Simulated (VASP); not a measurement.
# Hf2B2O (C2) in VASP: single point with PBE

Aim: the single point of Hf2B2O with PBE.

Everything below comes from runs of VASP 6.6.1. Logs are shortened: lines on timing, memory, paths and dates and some standing lists are left out, and cuts for length are marked.

**1. The cell of the first run**

Symmetry: C2, No. 5, monoclinic system. Conventional cell: a = 5.623 Å, b = 7.164 Å, c = 3.229 Å, α = 90.00°, β = 124.44°, γ = 90.00°. Hf (site symmetry 2) has 4 B at 1.99 to 2.42 Å and 2 O at 2.10 Å within 2.6 Å. Hf (site symmetry 2) has 6 B at 2.25 to 2.80 Å and 2 O at 2.44 Å and 5 Hf at 2.87 to 3.00 Å within 3.0 Å. B (site symmetry 1) has 2 B at 1.94 to 2.84 Å and 6 Hf at 1.99 to 2.80 Å and 3 O at 2.22 to 2.69 Å within 2.9 Å. O (site symmetry 2) has 4 Hf at 2.10 to 2.44 Å and 6 B at 2.22 to 2.69 Å within 2.8 Å.

**2. Single point, PBE**

Contents of INCAR:

```
  PREC = Accurate
  ENCUT = 520
  EDIFF = 1E-6
  ISMEAR = 0
  SIGMA = 0.1
  LREAL = False
  LASPH = True
  NELM = 80
  ALGO = Normal
  ISIF = 2
  LWAVE = False
  LCHARG = False
  GGA = PE
  NBANDS = 24
```

Contents of KPOINTS:

```
regular mesh
0
Gamma
  4 4 6
```

Contents of POSCAR:

```
Hf2B2O
1.0
    2.8114407400     -3.5819129600      0.0000000000
    2.8114407400      3.5819129600      0.0000000000
   -1.8259884500      0.0000000000      2.6631383600
Hf B O
2 2 1
Direct
    0.7114458800      0.2885541200      0.5000000000
    0.2928541200      0.7071458800      0.5000000000
    0.7481104400      0.6509273400      0.2862671800
    0.3490726600      0.2518895600      0.7137328200
    0.8985169000      0.1014831000      0.0000000000
```

Potentials or basis: VASP PAW PBE potentials, release 64 (Hf_pv, B, O).

On the command line:

```console
cat potpaw_PBE.64/Hf_pv/POTCAR potpaw_PBE.64/B/POTCAR potpaw_PBE.64/O/POTCAR > POTCAR
mpirun -np 1 vasp_std > vasp.out
```

OUTCAR:

```text
PREC = Accurate
   ENCUT = 520
   EDIFF = 1E-6
   ISMEAR = 0
   LREAL = False
   LASPH = True
   NELM = 80
   ISIF = 2
   GGA = PE

 ion  position               nearest neighbor table
   1  0.711  0.289  0.500-   3 1.99   4 1.99   5 2.10   5 2.10   4 2.42   3 2.42   4 2.80   3 2.80
                             2 2.87   2 2.87   2 2.90   2 2.90   2 3.00
   2  0.293  0.707  0.500-   4 2.25   3 2.25   5 2.44   5 2.44   3 2.44   4 2.44   3 2.80   4 2.80
                             1 2.87   1 2.87   1 2.90   1 2.90   1 3.00
   3  0.748  0.651  0.286-   4 1.94   1 1.99   2 2.25   1 2.42   2 2.44   2 2.80   1 2.80
   4  0.349  0.252  0.714-   3 1.94   1 1.99   2 2.25   1 2.42   2 2.44   2 2.80   1 2.80
   5  0.899  0.101  0.000-   1 2.10   1 2.10   2 2.44   2 2.44

  LATTYP: Found a base centered monoclinic cell.
 ALAT       =     5.6228814800
 B/A-ratio  =     1.2740488921
 C/A-ratio  =     0.5742634451
 COS(beta)  =    -0.5654939001

  Lattice vectors:

 A1 = (   2.8114407400,  -3.5819129600,   0.0000000000)
 A2 = (   2.8114407400,   3.5819129600,   0.0000000000)
 A3 = (  -1.8259884500,   0.0000000000,   2.6631383600)

Analysis of symmetry for initial positions (statically):
=====================================================================
 Subroutine PRICEL returns:
 Original cell was already a primitive cell.

 Routine SETGRP: Setting up the symmetry group for a
 base centered monoclinic supercell.

 Subroutine GETGRP returns: Found  2 space group operations
 (whereof  2 operations were pure point group operations)
 out of a pool of  4 trial point group operations.

The static configuration has the point symmetry C_2 .

Analysis of symmetry for dynamics (positions and initial velocities):
=====================================================================
 Subroutine PRICEL returns:
 Original cell was already a primitive cell.

 Routine SETGRP: Setting up the symmetry group for a
 base centered monoclinic supercell.

 Subroutine GETGRP returns: Found  2 space group operations
 (whereof  2 operations were pure point group operations)
 out of a pool of  4 trial point group operations.

The dynamic configuration has the point symmetry C_2 .

 Subroutine INISYM returns: Found  2 space group operations
 (whereof  2 operations are pure point group operations),
 and found     1 'primitive' translations

----------------------------------------------------------------------------------------

                                     Primitive cell

  volume of cell :      53.6374

  direct lattice vectors                    reciprocal lattice vectors
     2.811440740 -3.581912960  0.000000000     0.177844759 -0.139590215  0.121939769
     2.811440740  3.581912960  0.000000000     0.177844759  0.139590215  0.121939769
    -1.825988450  0.000000000  2.663138360     0.000000000  0.000000000  0.375496825

  length of vectors
     4.553493108  4.553493108  3.229015290     0.256872524  0.256872524  0.375496825

  position of ions in fractional coordinates (direct lattice)
     0.711445880  0.288554120  0.500000000
     0.292854120  0.707145880  0.500000000
     0.748110440  0.650927340  0.286267180
     0.349072660  0.251889560  0.713732820
     0.898516900  0.101483100  0.000000000

  ion indices of the primitive-cell ions
   primitive index   ion index
                 1           1
                 2           2
                 3           3
                 4           4
                 5           5

----------------------------------------------------------------------------------------

 KPOINTS: regular mesh

Automatic generation of k-mesh.
 Grid dimensions read from file:
 generate k-points for:    4    4    6

 Generating k-lattice:

  Cartesian coordinates                     Fractional coordinates (reciprocal lattice)
     0.044461190 -0.034897554  0.030484942     0.250000000  0.000000000  0.000000000
     0.044461190  0.034897554  0.030484942     0.000000000  0.250000000  0.000000000
     0.000000000  0.000000000  0.062582804     0.000000000  0.000000000  0.166666667

  Length of vectors
     0.064218131  0.064218131  0.062582804

  Shift w.r.t. Gamma in fractional coordinates (k-lattice)
     0.000000000  0.000000000  0.000000000

 Subroutine IBZKPT returns following result:
 ===========================================

 Found     34 irreducible k-points:

 Following reciprocal coordinates:
            Coordinates               Weight
  0.000000  0.000000  0.000000      1.000000
  0.250000  0.000000  0.000000      4.000000
  0.500000  0.000000  0.000000      2.000000
  0.250000  0.250000  0.000000      2.000000
  0.500000  0.250000  0.000000      4.000000
 -0.250000  0.250000  0.000000      2.000000
[... 16 lines left out ...]
  0.500000  0.250000  0.333333      4.000000
 -0.250000  0.250000  0.333333      4.000000
 [... further k-points ...]
   k-points           NKPTS =     34   k-points in BZ     NKDIM =     34   number of bands    NBANDS=     24
   number of dos      NEDOS =    301   number of ions     NIONS =      5
   total plane-waves  NPLWV =  31104
   dimension x,y,z NGX =    36 NGY =   36 NGZ =   24
   dimension x,y,z NGXF=    72 NGYF=   72 NGZF=   48
   ions per type =               2   2   1
   NGX,Y,Z   is equivalent  to a cutoff of  13.14, 13.14, 12.36 a.u.
   NGXF,Y,Z  is equivalent  to a cutoff of  26.29, 26.29, 24.71 a.u.
 SYSTEM =  unknown system
   PREC   = accura    normal or accurate (medium, high low for compatibility)
   ISTART =      0    job   : 0-new  1-cont  2-samecut
   ICHARG =      2    charge: 1-file 2-atom 10-const
   ISPIN  =      1    spin polarized calculation?
   LNONCOLLINEAR =      F non collinear calculations
   LSORBIT =      F    spin-orbit coupling
   LASPH  =      T    aspherical Exc in radial PAW
   ENCUT  =  520.0 eV  38.22 Ry    6.18 a.u.   8.47  8.47  6.00*2*pi/ulx,y,z
   NELM   =     80;   NELMIN=  2; NELMDL= -5     # of ELM steps
   EDIFF  = 0.1E-05   stopping-criterion for ELM
   LREAL  =      F    real-space projection
   EDIFFG = 0.1E-04   stopping-criterion for IOM
   NSW    =      0    number of steps for IOM
   IBRION =     -1    ionic relax: 0-MD 1-quasi-New 2-CG
   NFREE  =      0    steps in history (QN), initial steepest desc. (CG)
   ISIF   =      2    stress and relaxation
   ISYM   =      2    0-nonsym 1-usesym 2-fastsym
   POTIM  = 0.5000    time-step for ionic-motion
   TEBEG  =    0.0;   TEEND  =   0.0 temperature during run
   PSTRESS=    0.0 pullay stress
   NELECT =      32.0000    total number of electrons
   NUPDOWN=      -1.0000    fix difference up-down
   EMIN   =  10.00;   EMAX   =-10.00  energy-range for DOS
   EFERMI =   0.00;   METHOD = LEGACY
   ISMEAR =     0;   SIGMA  =   0.10  broadening in eV -4-tet -1-fermi 0-gaus
   EFERMI_NEDOS =   21; number of points for ismear=-14 and -15
   IALGO  =     38    algorithm
   IMIX   =      4    mixing-type and parameters
     AMIX     =   0.40;   BMIX     =  1.00
     AMIX_MAG =   1.60;   BMIX_MAG =  1.00
  volume/ion in A,a.u.               =      10.73        72.39
  Fermi-wavevector in a.u.,A,eV,Ry     =   1.378168  2.604360 25.842197  1.899348
  Thomas-Fermi vector in A             =   2.503255
   LORBIT       =      0    0 simple, 1 ext, 2 COOP (PROOUT), +10 PAW based schemes
   GGA     = PE    functional components
   LHFCALC =     F    Hartree Fock is set to
   AEXX    =    0.0000 exact exchange contribution
   IVDW    =     0    specifies the selected vdW correction
   LEPSILON=     F    determine dielectric tensor
   LRPA    =     F    only Hartree local field effects (RPA)
 non-spin polarized calculation
 Gauss-broadening in eV      SIGMA  =   0.10
  energy-cutoff  :      520.00
  volume of cell :       53.64
 maximum number of plane-waves:      1461
 NGX is ok and might be reduce to    36
   NGX = 17   NGY = 17   NGZ = 13

 number of electron      31.9999999 magnetization

 Free energy of the ion-electron system (eV)
  ---------------------------------------------------
  ext. energy  EPLUGINS =         0.00000000
  ---------------------------------------------------
  free energy    TOTEN  =       -36.26467412 eV

  energy without entropy =      -36.25104074  energy(sigma->0) =      -36.25785743

 E-fermi :   6.4192     XC(G=0): -12.4968

 val. band max:        6.4184618475   @ k =   0.5000   0.2500   0.5000
 cond. band min:       6.4354007414   @ k =  -0.2500  -0.2500   0.1667
 fundamental gap:      0.0169388940
 Fermi energy:         6.4192467982

 k-point     1 :       0.0000    0.0000    0.0000
  band No.  band energies     occupation
      1     -23.8171      2.00000
      2     -23.2722      2.00000
      3     -23.1791      2.00000
      4     -23.0165      2.00000
      5     -22.7016      2.00000
      6     -22.4196      2.00000
[... 16 lines left out ...]
     23      13.3641      0.00000
     24      14.5514      0.00000

 k-point     2 :       0.2500    0.0000    0.0000
  band No.  band energies     occupation
      1     -23.7143      2.00000
      2     -23.3420      2.00000
      3     -23.1254      2.00000
      4     -22.9615      2.00000
      5     -22.7723      2.00000
      6     -22.5561      2.00000
[... 16 lines left out ...]
     23      13.0965      0.00000
     24      13.6585      0.00000

 k-point     3 :       0.5000    0.0000    0.0000
  band No.  band energies     occupation
      1     -23.5873      2.00000
      2     -23.3795      2.00000
      3     -23.0334      2.00000
      4     -22.9751      2.00000
      5     -22.8596      2.00000
      6     -22.7003      2.00000
[... 16 lines left out ...]
     23      12.0405      0.00000
     24      12.7838      0.00000

 k-point     4 :       0.2500    0.2500    0.0000
  band No.  band energies     occupation
      1     -23.6132      2.00000
      2     -23.3580      2.00000
      3     -23.0309      2.00000
      4     -22.9892      2.00000
      5     -22.8451      2.00000
      6     -22.6955      2.00000
[... 16 lines left out ...]
     23      12.0149      0.00000
     24      12.1897      0.00000

 k-point     5 :       0.5000    0.2500    0.0000
  band No.  band energies     occupation
      1     -23.7784      2.00000
      2     -23.3945      2.00000
      3     -23.1635      2.00000
      4     -22.9328      2.00000
      5     -22.7294      2.00000
      6     -22.5061      2.00000
[... 16 lines left out ...]
     23      11.8904      0.00000
     24      12.9616      0.00000

 k-point     6 :      -0.2500    0.2500    0.0000
  band No.  band energies     occupation
      1     -23.8447      2.00000
      2     -23.3981      2.00000
      3     -23.2058      2.00000
      4     -22.9219      2.00000
      5     -22.6748      2.00000
      6     -22.3981      2.00000
[... 16 lines left out ...]
     23      12.3272      0.00000
     24      14.7293      0.00000
[... 379 lines left out ...]
 k-point    21 :      -0.2500    0.0000    0.3333
  band No.  band energies     occupation
      1     -23.6846      2.00000
      2     -23.3821      2.00000
      3     -23.3397      2.00000
      4     -23.1460      2.00000
      5     -22.8537      2.00000
      6     -22.6692      2.00000
[... 16 lines left out ...]
     23      13.4718      0.00000
     24      13.6267      0.00000

 k-point    22 :       0.2500    0.2500    0.3333
  band No.  band energies     occupation
      1     -23.7233      2.00000
      2     -23.4469      2.00000
      3     -23.3658      2.00000
      4     -23.2160      2.00000
      5     -22.7697      2.00000
      6     -22.5771      2.00000
[... 16 lines left out ...]
     23      12.6410      0.00000
     24      13.3708      0.00000

 k-point    23 :       0.5000    0.2500    0.3333
  band No.  band energies     occupation
      1     -23.7243      2.00000
      2     -23.4510      2.00000
      3     -23.3071      2.00000
      4     -23.2032      2.00000
      5     -22.7683      2.00000
      6     -22.6416      2.00000
[... 16 lines left out ...]
     23      12.7760      0.00000
     24      13.8817      0.00000

 k-point    24 :      -0.2500    0.2500    0.3333
  band No.  band energies     occupation
      1     -23.9429      2.00000
      2     -23.5148      2.00000
      3     -23.3122      2.00000
      4     -22.9197      2.00000
      5     -22.8220      2.00000
      6     -22.5491      2.00000
[... 16 lines left out ...]
     23      12.9669      0.00000
     24      14.6105      0.00000

 [... further k-points ...]
[... 5 lines left out ...]
  --------------------------------------------------------------------------------------
  -------------------------------------------------------------------------------------
  Total       22.6024765     18.8844355      9.7970521      0.0000000      0.0000000     -4.9229096
  in kB      675.1478998    564.0880538    292.6431152      0.0000000      0.0000000   -147.0499082
  external PRESSURE =     510.6263563 kB  Pullay stress =       0.0000000 kB

 VOLUME and BASIS-vectors are now :
 -----------------------------------------------------------------------------
  energy-cutoff  :      520.00
  volume of cell :       53.64
      direct lattice vectors                 reciprocal lattice vectors
     2.811440740 -3.581912960  0.000000000     0.177844759 -0.139590215  0.121939769
     2.811440740  3.581912960  0.000000000     0.177844759  0.139590215  0.121939769
    -1.825988450  0.000000000  2.663138360     0.000000000  0.000000000  0.375496825

 POSITION                                       TOTAL-FORCE (eV/Angst)
 -----------------------------------------------------------------------------------
      1.89845     -1.51476      1.33157         0.000000     -6.840761      0.000000
      1.89845      1.48396      1.33157         0.000000     -2.746101      0.000000
      3.41059     -0.34810      0.76237         1.487084      4.931343     -3.157900
      0.38630     -0.34810      1.90077        -1.487084      4.931343      3.157900
      2.81144     -2.85491      0.00000         0.000000     -0.275824      0.000000
 -----------------------------------------------------------------------------------
    total drift:                                0.000000     -0.000310      0.000000

  FREE ENERGIE OF THE ION-ELECTRON SYSTEM (eV)
  ---------------------------------------------------
  free  energy   TOTEN  =       -36.2646741209 eV

  energy  without entropy=      -36.2510407351  energy(sigma->0) =      -36.25785743
```

Run time: 25 s. Hardware: 1 thread of AMD EPYC 9R45 (Zen 5), shared host; peak memory 0.17 GiB.

Results:

```
Free energy            : -36.2647 eV
Pressure               : 51.1 GPa
Largest force          : 6.841 eV/Å
Band gap on the k mesh : zero (bands 16 and 17 overlap by 0.24 eV)
```

Forces in eV/Å, atoms in the order of the input:
```
Hf   0.000 -6.841  0.000
Hf   0.000 -2.746  0.000
B    1.487  4.931 -3.158
B   -1.487  4.931  3.158
O    0.000 -0.276  0.000
```

Stress tensor (GPa, compression positive):
```
 67.51   0.00 -14.70
  0.00  56.41   0.00
-14.70   0.00  29.26
```

Caveat: the k points lie up to 0.40 Å⁻¹ apart; spin-orbit coupling is left out, which moves the levels of the heavy elements; forces of over 1 eV/Å act on the atoms, so gaps and moduli don't describe the material at rest.
